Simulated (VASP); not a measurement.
Input of a VASP 6.6.1 run:

The input INCAR:

```
SYSTEM = Sr
PREC = Accurate
ENCUT = 520
EDIFF = 1E-7
ISMEAR = 0
SIGMA = 0.1
LREAL = .False.
LASPH = .True.
NELM = 100
ALGO = Fast
ISIF = 2
LWAVE = .False.
LCHARG = .False.
GGA = PE
ISYM = 0
NBANDS = 17
```

Contents of KPOINTS:

```
Automatic mesh
0
Gamma
  3 6 1
  0 0 0
```

POSCAR

```
Sr
1.0
    4.3100002207      0.0000000000      0.0000000000
   -2.1550001104      3.7325696814      0.0000000000
    0.0000000000      0.0000000000      7.0500000000
Sr
2
Direct
    0.3333333333      0.6666666667      0.2500000000
    0.6666666667      0.3333333333      0.7500000000
```

Potentials or basis: VASP PAW PBE potentials, release 64 (Sr_sv).

Run with:

```console
$ cat potpaw_PBE.64/Sr_sv/POTCAR > POTCAR
$ mpirun -np 1 vasp_std > vasp.out
```

**Question.** Estimate the band gap on the k mesh.

**Answer.** Zero (bands 10 and 11 overlap by 0.15 eV).

**Question.** What does it give for the largest force?

**Answer.** 0.014 eV/Å.

**Question.** What does it give for the pressure?

**Answer.** 0.0 GPa.

Stress tensor (GPa, compression positive):
```
 0.73  0.00  0.00
 0.00  0.50  0.00
 0.00  0.00 -1.27
```

Caveat: the k points lie up to 0.89 Å⁻¹ apart.
